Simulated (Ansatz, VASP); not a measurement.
**One calculation of CuAu, two programs**

Contents of INCAR:

```
SYSTEM = CuAu
PREC = Accurate ; ENCUT = 520
EDIFF = 1E-8 ; ISMEAR = -1
SIGMA = 0.05 ; LREAL = .FALSE.
LASPH = .TRUE. ; NELM = 60
ALGO = Normal ; ISIF = 2
LWAVE = .FALSE. ; LCHARG = .FALSE.
GGA = PS ; LEFG = .TRUE.
NBANDS = 18
```

The input KPOINTS:

```
Automatic mesh
0
G
  13 13 10
  0 0 0
```

Contents of POSCAR:

```
CuAu
1.0
    2.8549159028      0.0000000000      0.0000000000
    0.0000000000      2.8549159028      0.0000000000
    0.0000000000      0.0000000000      3.7419790583
Cu Au
1 1
Direct
    0.5000000000      0.5000000000      0.5000000000
    0.0000000000      0.0000000000      0.0000000000
```

Input for Ansatz:

```yaml
crystal:
  lattice:
    - [2.8549159028, 0.0, 0.0]
    - [0.0, 2.8549159028, 0.0]
    - [0.0, 0.0, 3.7419790583]
  atoms:
    - { symbol: Cu, position: [0.5, 0.5, 0.5] }
    - { symbol: Au, position: [0.0, 0.0, 0.0] }
kpoints:
  mp_grid: { grid: [13, 13, 10] }
scf:
  occupations: { method: fermi_dirac, width: 0.05 }
hamiltonian:
  xc: pbesol
  pseudopotentials: { kind: all_electron, datasets: crystal }
output:
  forces: true
  stress: true
  eigenvalues: true
  efg: { contact_densities: true }
```

Change from the starting cell: volume scaled by 1.06, crystal datasets.

Alike in both runs: task electric field gradients; functional PBEsol; k mesh 13 × 13 × 10; occupations fermi-dirac, width 0.05 eV; no spin polarisation.

|  | VASP | Ansatz |
| --- | --- | --- |
| version | VASP 6.6.1 | Ansatz 0.2.0 |
| potentials or method | VASP PAW PBE potentials, release 64 (Cu, Au), cutoff 520 eV | all-electron PAW with datasets made for the crystal, scalar-relativistic |

VASP gave:

* pressure (GPa): -9.9
* traceless stress, the component that is largest in VASP (GPa): 0.46
* size of Vzz on the site where it differs most (V/Å²): 68.1

Question: What did Ansatz give for the same quantities?

Answer: Pressure (GPa): -10.0; traceless stress, the component that is largest in VASP (GPa): 0.43; size of Vzz on the site where it differs most (V/Å²): 46.4.

VASP's potentials were made for PBE, not for PBEsol. Ansatz ran all-electron here, and VASP with PAW potentials.

Spin-orbit coupling is off throughout.
